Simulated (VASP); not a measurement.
# Al9H in VASP: further runs

Al9H is run at these levels: PBE; tasks: single point.

Everything below comes from runs of VASP 6.6.1. Logs are shortened: lines on timing, memory, paths and dates and some standing lists are left out, and cuts for length are marked.

**1. The cell of the first run**

The cell holds a slab with vacuum, 10 atoms: a = 2.854 Å, b = 9.808 Å, c = 21.790 Å, α = 90.00°, β = 90.00°, γ = 98.37°.

**2. Single point, PBE**

Contents of INCAR:

```
SYSTEM = Al9H
PREC = Accurate
ENCUT = 520
EDIFF = 1E-6
ISMEAR = 0
SIGMA = 0.1
LREAL = .False.
LASPH = .True.
NELM = 60
ALGO = Normal
ISIF = 2
LWAVE = .False.
LCHARG = .True.
LDIPOL = .True.
IDIPOL = 3
DIPOL = 0.5 0.5 0.313
GGA = PE
LELF = .True.
LVHAR = .True.
LVACPOTAV = .True.
NBANDS = 25
```

Contents of KPOINTS:

```
regular mesh
0
Gamma
  9 3 1
  0 0 0
```

Contents of POSCAR:

```
Al9H
1.0
    2.8543223330      0.0000000000      0.0000000000
   -1.4271611665      9.7033329366      0.0000000000
    0.0000000000      0.0000000000     21.7902708969
Al H
9 1
Direct
    0.5324485604      0.0648971207      0.1835681630
    0.6709687938      0.3419375876      0.2292758741
    0.2986728405      0.5973456810      0.2384174163
    0.9263768872      0.8527537744      0.2475589585
    0.0639738222      0.1277383808      0.2937147080
    0.1995905480      0.4042696935      0.3452583266
    0.8288544886      0.6597110299      0.3524478004
    0.4526361687      0.9111292155      0.3607640453
    0.5925232094      0.1814597089      0.4034034702
    0.5925232094      0.1814597089      0.4800431783
```

Potentials or basis: VASP PAW PBE potentials, release 64 (Al, H).

On the command line:

```bash
> cat potpaw_PBE.64/Al/POTCAR potpaw_PBE.64/H/POTCAR > POTCAR
> mpirun -np 1 vasp_std > vasp.out
```

OUTCAR:

```text
SYSTEM = Al9H
   PREC = Accurate
   ENCUT = 520
   EDIFF = 1E-6
   ISMEAR = 0
   LREAL = .False.
   LASPH = .True.
   NELM = 60
   ISIF = 2
   GGA = PE

 ion  position               nearest neighbor table
   1  0.532  0.065  0.184-   5 2.86   5 2.86   2 2.87   4 2.87   4 2.87
   2  0.671  0.342  0.229-   1 2.87   3 2.87   3 2.87   5 2.89   5 2.89   6 2.96   6 2.97
   3  0.299  0.597  0.238-   4 2.87   4 2.87   2 2.87   2 2.87   7 2.93   7 2.93   6 2.99
   4  0.926  0.853  0.248-   5 2.85   3 2.87   3 2.87   1 2.87   1 2.87   8 2.90   8 2.91   7 2.96

   5  0.064  0.128  0.294-   9 2.83   9 2.83   4 2.85   1 2.86   1 2.86   2 2.89   2 2.89   6 2.91
                             8 2.93   8 2.93
   6  0.200  0.404  0.345-   7 2.86   7 2.87   9 2.88   9 2.89   5 2.91   2 2.96   2 2.97   3 2.99

   7  0.829  0.660  0.352-   8 2.83   8 2.83   6 2.86   6 2.87   3 2.93   3 2.93   4 2.96
   8  0.453  0.911  0.361-   9 2.78   7 2.83   7 2.83   4 2.90   4 2.91   5 2.93   5 2.93
   9  0.593  0.181  0.403-  10 1.67   8 2.78   5 2.83   5 2.83   6 2.88   6 2.89
  10  0.593  0.181  0.480-   9 1.67

  LATTYP: Found a base centered orthorhombic cell.
 ALAT       =     2.8543223330
 B/A-ratio  =     6.7990449603
 C/A-ratio  =     7.6341311018

  Lattice vectors:

 A1 = (   1.4271611665,  -9.7033329366,   0.0000000000)
 A2 = (   1.4271611665,   9.7033329366,   0.0000000000)
 A3 = (   0.0000000000,   0.0000000000,  21.7902708969)

Analysis of symmetry for initial positions (statically):
=====================================================================
 Subroutine PRICEL returns:
 Original cell was already a primitive cell.

 Routine SETGRP: Setting up the symmetry group for a
 base centered orthorhombic supercell.

 Subroutine GETGRP returns: Found  1 space group operations
 (whereof  1 operations were pure point group operations)
 out of a pool of  8 trial point group operations.

The static configuration has the point symmetry C_1 .

Analysis of symmetry for dynamics (positions and initial velocities):
=====================================================================
 Subroutine PRICEL returns:
 Original cell was already a primitive cell.

 Routine SETGRP: Setting up the symmetry group for a
 base centered orthorhombic supercell.

 Subroutine GETGRP returns: Found  1 space group operations
 (whereof  1 operations were pure point group operations)
 out of a pool of  8 trial point group operations.

The dynamic configuration has the point symmetry C_1 .

 Subroutine INISYM returns: Found  1 space group operations
 (whereof  1 operations are pure point group operations),
 and found     1 'primitive' translations

----------------------------------------------------------------------------------------

                                     Primitive cell

  volume of cell :     603.5129

  direct lattice vectors                    reciprocal lattice vectors
     2.854322333  0.000000000  0.000000000     0.350345856  0.051528686  0.000000000
    -1.427161166  9.703332937  0.000000000     0.000000000  0.103057373  0.000000000
     0.000000000  0.000000000 21.790270897     0.000000000  0.000000000  0.045892041

  length of vectors
     2.854322333  9.807724460 21.790270897     0.354114987  0.103057373  0.045892041

  position of ions in fractional coordinates (direct lattice)
     0.532448560  0.064897121  0.183568163
     0.670968794  0.341937588  0.229275874
     0.298672840  0.597345681  0.238417416
     0.926376887  0.852753774  0.247558959
     0.063973822  0.127738381  0.293714708
     0.199590548  0.404269693  0.345258327
     0.828854489  0.659711030  0.352447800
     0.452636169  0.911129215  0.360764045
     0.592523209  0.181459709  0.403403470
     0.592523209  0.181459709  0.480043178

  ion indices of the primitive-cell ions
   primitive index   ion index
                 1           1
                 2           2
                 3           3
                 4           4
                 5           5
[... 41 lines left out ...]
|                                                                             |
|     Results are often still useful ...                                      |
|                                                                             |
 -----------------------------------------------------------------------------

 WARNING: IBZKPT: internal override: KBLOWUP is changed to .FALSE.
      ... skipping the blow-up phase ...

 Subroutine IBZKPT returns following result:
 ===========================================

 Found     14 irreducible k-points:

 Following reciprocal coordinates:
            Coordinates               Weight
  0.000000  0.000000  0.000000      1.000000
  0.111111  0.000000  0.000000      2.000000
  0.222222  0.000000  0.000000      2.000000
  0.333333 -0.000000  0.000000      2.000000
  0.444444  0.000000  0.000000      2.000000
  0.000000  0.333333  0.000000      2.000000
  0.111111  0.333333  0.000000      2.000000
  0.222222  0.333333  0.000000      2.000000
  0.333333  0.333333  0.000000      2.000000
  0.444444  0.333333  0.000000      2.000000
 -0.444444  0.333333  0.000000      2.000000
 -0.333333  0.333333  0.000000      2.000000
 -0.222222  0.333333  0.000000      2.000000
 -0.111111  0.333333  0.000000      2.000000
   k-points           NKPTS =     14   k-points in BZ     NKDIM =     14   number of bands    NBANDS=     25
   number of dos      NEDOS =    301   number of ions     NIONS =     10
   total plane-waves  NPLWV = 311040
   dimension x,y,z NGX =    24 NGY =   80 NGZ =  162
   dimension x,y,z NGXF=    48 NGYF=  160 NGZF=  324
   ions per type =               9   1
   NGX,Y,Z   is equivalent  to a cutoff of  13.98, 13.56, 12.36 a.u.
   NGXF,Y,Z  is equivalent  to a cutoff of  27.96, 27.12, 24.72 a.u.
 SYSTEM =  Al9H
   PREC   = accura    normal or accurate (medium, high low for compatibility)
   ISTART =      0    job   : 0-new  1-cont  2-samecut
   ICHARG =      2    charge: 1-file 2-atom 10-const
   ISPIN  =      1    spin polarized calculation?
   LNONCOLLINEAR =      F non collinear calculations
   LSORBIT =      F    spin-orbit coupling
   LASPH  =      T    aspherical Exc in radial PAW
   ENCUT  =  520.0 eV  38.22 Ry    6.18 a.u.   5.31 18.24 40.52*2*pi/ulx,y,z
   NELM   =     60;   NELMIN=  2; NELMDL= -5     # of ELM steps
   EDIFF  = 0.1E-05   stopping-criterion for ELM
   LREAL  =      F    real-space projection
   EDIFFG = 0.1E-04   stopping-criterion for IOM
   NSW    =      0    number of steps for IOM
   IBRION =     -1    ionic relax: 0-MD 1-quasi-New 2-CG
   NFREE  =      0    steps in history (QN), initial steepest desc. (CG)
   ISIF   =      2    stress and relaxation
   ISYM   =      2    0-nonsym 1-usesym 2-fastsym
   POTIM  = 0.5000    time-step for ionic-motion
   TEBEG  =    0.0;   TEEND  =   0.0 temperature during run
   PSTRESS=    0.0 pullay stress
   NELECT =      28.0000    total number of electrons
   NUPDOWN=      -1.0000    fix difference up-down
   EMIN   =  10.00;   EMAX   =-10.00  energy-range for DOS
   EFERMI =   0.00;   METHOD = LEGACY
   ISMEAR =     0;   SIGMA  =   0.10  broadening in eV -4-tet -1-fermi 0-gaus
   EFERMI_NEDOS =   21; number of points for ismear=-14 and -15
   IALGO  =     38    algorithm
   IMIX   =      4    mixing-type and parameters
     AMIX     =   0.40;   BMIX     =  1.00
     AMIX_MAG =   1.60;   BMIX_MAG =  1.00
  volume/ion in A,a.u.               =      60.35       407.27
  Fermi-wavevector in a.u.,A,eV,Ry     =   0.588255  1.111640  4.708207  0.346043
  Thomas-Fermi vector in A             =   1.635447
   LORBIT       =      0    0 simple, 1 ext, 2 COOP (PROOUT), +10 PAW based schemes
   GGA     = PE    functional components
   LHFCALC =     F    Hartree Fock is set to
   AEXX    =    0.0000 exact exchange contribution
   IVDW    =     0    specifies the selected vdW correction
   LEPSILON=     F    determine dielectric tensor
   LRPA    =     F    only Hartree local field effects (RPA)
 non-spin polarized calculation
 Gauss-broadening in eV      SIGMA  =   0.10
  energy-cutoff  :      520.00
  volume of cell :      603.51
 maximum number of plane-waves:     16329
 NGX is ok and might be reduce to    24
   NGX = 11   NGY = 37   NGZ = 81

 dipolmoment           0.000000      0.000000     -0.051306 electrons x Angstroem

 number of electron      28.0000000 magnetization

 dipolmoment           0.000000      0.000000      0.104385 electrons x Angstroem

 Free energy of the ion-electron system (eV)
  ---------------------------------------------------
  ext. energy  EPLUGINS =         0.00000000
  ---------------------------------------------------
  free energy    TOTEN  =       -33.76875386 eV

  energy without entropy =      -33.73797158  energy(sigma->0) =      -33.75336272

 E-fermi :  -1.3232     XC(G=0):  -3.5156

 val. band max:       -1.3239626616   @ k =   0.4444   0.3333   0.0000
 cond. band min:      -1.3052366756   @ k =   0.2222   0.3333   0.0000
 fundamental gap:      0.0187259860
 Fermi energy:        -1.3232402705

 k-point     1 :       0.0000    0.0000    0.0000
  band No.  band energies     occupation
      1     -11.3815      2.00000
      2      -9.8393      2.00000
      3      -9.7017      2.00000
      4      -9.1527      2.00000
      5      -7.3363      2.00000
      6      -7.2215      2.00000
[... 381 lines left out ...]
     24       3.0316      0.00000
     25       3.1939      0.00000

------------------------ aborting loop because EDIFF is reached ----------------------------------------

  FORCE on cell =-STRESS in cart. coord.  units (eV):
  Direction    XX          YY          ZZ          XY          YZ          ZX
  --------------------------------------------------------------------------------------
  -------------------------------------------------------------------------------------
  Total       -5.4644855     -5.4615801     -1.2681296      1.3498819     -0.3975328     -0.0388442
  in kB      -14.5068553    -14.4991422     -3.3665700      3.5836020     -1.0553512     -0.1031218
  external PRESSURE =     -10.7908558 kB  Pullay stress =       0.0000000 kB

 VOLUME and BASIS-vectors are now :
 -----------------------------------------------------------------------------
  energy-cutoff  :      520.00
  volume of cell :      603.51
      direct lattice vectors                 reciprocal lattice vectors
     2.854322333  0.000000000  0.000000000     0.350345856  0.051528686  0.000000000
    -1.427161166  9.703332937  0.000000000     0.000000000  0.103057373  0.000000000
     0.000000000  0.000000000 21.790270897     0.000000000  0.000000000  0.045892041

 POSITION                                       TOTAL-FORCE (eV/Angst)
 -----------------------------------------------------------------------------------
      1.42716      0.62972      4.00000         0.007105      0.146186     -0.049753
      1.42716      3.31793      4.99598         0.010222      0.057579      0.035941
     -0.00000      5.79624      5.19518        -0.012875      0.005395      0.010040
      1.42716      8.27455      5.39438         0.000753     -0.145522     -0.140747
      0.00030      1.23949      6.40012        -0.003939      0.055261      0.219280
     -0.00726      3.92276      7.52327         0.006943      0.023754      0.041897
      1.42430      6.40140      7.67993         0.001629     -0.114278      0.016112
     -0.00836      8.84099      7.86115         0.001408     -0.176877      0.023786
      1.43228      1.76076      8.79027        -0.006880      0.197384      0.549974
      1.43228      1.76076     10.46027        -0.004364     -0.048882     -0.706529
 -----------------------------------------------------------------------------------
    total drift:                               -0.000009     -0.000062     -0.000058

  FREE ENERGIE OF THE ION-ELECTRON SYSTEM (eV)
  ---------------------------------------------------
  free  energy   TOTEN  =       -33.7687538593 eV

  energy  without entropy=      -33.7379715788  energy(sigma->0) =      -33.75336272

 vacuum level on the upper side and lower side of the slab         3.535         2.853
```

It took 11 min on 1 thread of Intel Xeon 8259CL, shared host; peak memory 0.74 GiB.

What came out:

```
Free energy            : -33.7688 eV
Largest force          : 0.708 eV/Å
Band gap on the k mesh : zero (bands 14 and 15 overlap by 0.66 eV)
```

Forces in eV/Å, atoms in the order of the input:
```
Al   0.007  0.146 -0.050
Al   0.010  0.058  0.036
Al  -0.013  0.005  0.010
Al   0.001 -0.146 -0.141
Al  -0.004  0.055  0.219
Al   0.007  0.024  0.042
Al   0.002 -0.114  0.016
Al   0.001 -0.177  0.024
Al  -0.007  0.197  0.550
H   -0.004 -0.049 -0.707
```

Levels at points of the mesh, in eV from the Fermi level:
```tsv
k point	band 12	band 13	band 14	band 15	band 16	band 17
(0.00, 0.00, 0.00)	-1.85	-1.44	-1.13	-0.11	1.91	1.99
```

**3. Single point, PBE**

Contents of INCAR:

```
PREC = Accurate
ENCUT = 520
EDIFF = 1E-6
ISMEAR = 0
SIGMA = 0.1
LREAL = False
LASPH = True
NELM = 80
ALGO = Normal
ISIF = 2
LWAVE = False
LCHARG = True
LDIPOL = True
IDIPOL = 3
DIPOL = 0.5 0.5 0.318
GGA = PE
LELF = True
LVHAR = True
LVACPOTAV = True
NBANDS = 25
```

Contents of KPOINTS:

```
Automatic mesh
0
Gamma
  9 3 1
```

POSCAR, as its differences from that of step 2:

```diff
@@ -17,2 +17,2 @@
     0.5925232094      0.1814597089      0.4034034702
-    0.5925232094      0.1814597089      0.4800431783
+    0.5925232094      0.1814597089      0.5213460150
```

Potentials or basis: VASP PAW PBE potentials, release 64 (Al, H).

On the command line:

```bash
> cat potpaw_PBE.64/Al/POTCAR potpaw_PBE.64/H/POTCAR > POTCAR
> mpirun -np 1 vasp_std > vasp.out
```

Wall time 11 min (1 thread of Intel Xeon 8259CL, shared host); peak memory 0.73 GiB.

The run converged. Its results:

```
Free energy            : -32.1575 eV
Largest force          : 1.465 eV/Å
Band gap on the k mesh : zero (bands 14 and 15 overlap by 0.77 eV)
```

Forces in eV/Å, atoms in the order of the input:
```
Al   0.004  0.155 -0.098
Al   0.006  0.036  0.038
Al  -0.007  0.035 -0.018
Al  -0.001 -0.174 -0.185
Al  -0.002  0.005  0.018
Al   0.010  0.060  0.087
Al   0.001 -0.169  0.041
Al   0.002 -0.044  0.106
Al  -0.009  0.106  1.461
H   -0.004 -0.010 -1.451
```

Levels at points of the mesh, in eV from the Fermi level:
```csv
k point,band 12,band 13,band 14,band 15,band 16,band 17
"(0.00, 0.00, 0.00)",-1.79,-1.40,-1.11,-0.43,1.57,2.00
```
